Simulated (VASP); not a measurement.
Bi, 1 atom in the cell. Symmetry: Fm-3m, No. 225, cubic system. The conventional cell has a = 5.066 Å, b = 5.066 Å, c = 5.066 Å, α = 90.00°, β = 90.00°, γ = 90.00°. Bi (site symmetry m-3m) has 12 Bi at 3.58 Å within 4.7 Å. This isn't the form of Bi at room conditions, which is rhombohedral.

| Property | Result |
| --- | --- |
| Program | VASP 6.6.1 |
| Task | single point |
| Functional | revPBE |
| Potentials or basis | VASP PAW PBE potentials, release 64 (Bi_d) |
| Cutoff | 520 eV |
| k mesh | 18 × 18 × 18 |
| Occupations | fermi-dirac, width 0.1 eV |
| Spin | no spin polarisation |
| Dipole correction | no |
| Further INCAR settings | ALGO = Normal; EDIFF = 1e-06; NBANDS = 14 |

Potentials or basis: VASP PAW PBE potentials, release 64 (Bi_d).

Run with:

```console
$ cat potpaw_PBE.64/Bi_d/POTCAR > POTCAR
$ mpirun -np 1 vasp_std > vasp.out
```

Hardware: 1 thread of Intel(R) Xeon(R) Platinum 8488C (Sapphire Rapids), with other jobs on the host.

Problem. How long does it take, and how much memory?

Solution. It took 120 s on 1 thread of Intel(R) Xeon(R) Platinum 8488C (Sapphire Rapids) (shared host), peak memory 0.21 GiB. Counts: scf iterations 10, k points 195.
